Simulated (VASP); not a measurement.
Here is a VASP 6.6.1 calculation.

The input INCAR:

```
PREC = Accurate
ENCUT = 520
EDIFF = 1E-7
ISMEAR = -1
SIGMA = 0.03
LREAL = False
LASPH = True
NELM = 80
ALGO = Normal
ISIF = 2
LWAVE = False
LCHARG = False
GGA = PS
NBANDS = 20
```

Contents of KPOINTS:

```
Automatic mesh
0
Gamma
  14 14 11
```

POSCAR

```
Ga
1.0
    1.3830000000     -4.0265000000      0.0000000000
    1.3830000000      4.0265000000      0.0000000000
   -0.1174500000      0.0000000000      3.2300321000
Ga
2
Direct
    0.8690000000      0.1310000000      0.2500000000
    0.1310000000      0.8690000000      0.7500000000
```

Potentials or basis: VASP PAW PBE potentials, release 64 (Ga_d).

Run with:

```console
$ cat potpaw_PBE.64/Ga_d/POTCAR > POTCAR
$ mpirun -np 1 vasp_std > vasp.out
```

Q: Estimate the pressure.

A: -0.1 GPa.

Q: Estimate the largest force.

A: 0.226 eV/Å.

Forces in eV/Å, atoms in the order of the input:
```
Ga   0.000  0.226  0.000
Ga   0.000 -0.226  0.000
```

Caveat: the cell differs from its parent crystal (zz strain of -3 %); the PAW data sets were made with another functional, which shifts forces and pressure a little.
